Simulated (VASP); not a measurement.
Here is a VASP 6.6.1 calculation.

Contents of POSCAR:

```
PbSe
1.0
    4.2303754001      0.0000000000      0.0000000000
   -2.1151877001      3.6636125641      0.0000000000
    0.0000000000      0.0000000000      7.4787094859
Pb Se
2 2
Direct
    0.0000000000      0.0000000000      0.0000000000
    0.0000000000      0.0000000000      0.5000000000
    0.3333333333      0.6666666667      0.2500000000
    0.6666666667      0.3333333333      0.7500000000
```

File INCAR.step1:

```
SYSTEM = PbSe
  ALGO = Normal
  EDIFF = 1E-4
  ENCUT = 520
  GGA = PE
  ISMEAR = -1
  LASPH = .TRUE.
  LCHARG = .FALSE.
  LREAL = .FALSE.
  LWAVE = .TRUE.
  NBANDS = 28
  NELM = 80
  PREC = Accurate
  SIGMA = 0.02
```

The input INCAR.step2:

```
SYSTEM = PbSe
  ALGO = Normal
  EDIFF = 1E-7
  ENCUT = 520
  ISIF = 2
  ISMEAR = -1
  ISTART = 1
  LASPH = .TRUE.
  LCHARG = .FALSE.
  LMIXTAU = .TRUE.
  LREAL = .FALSE.
  LWAVE = .FALSE.
  METAGGA = R2SCAN
  NBANDS = 28
  NELM = 80
  PREC = Accurate
  SIGMA = 0.02
```

Contents of KPOINTS:

```
k-points
0
G
  6 6 4
  0 0 0
```

Potentials or basis: VASP PAW PBE potentials, release 64 (Pb_d, Se).

Run with:

```bash
$ cat potpaw_PBE.64/Pb_d/POTCAR potpaw_PBE.64/Se/POTCAR > POTCAR
$ cp INCAR.step1 INCAR
$ mpirun -np 1 vasp_std > vasp.out
$ cp INCAR.step2 INCAR
$ mpirun -np 1 vasp_std > vasp.out
```

(1) Predict the pressure.

(2) Predict the band gap on the k mesh.

Answers

(1) 1.6 GPa.

(2) zero (filled and empty bands touch).

Caveat: the PAW data sets were made with another functional, which shifts forces and pressure a little; spin-orbit coupling is left out, which moves the levels of the heavy elements.
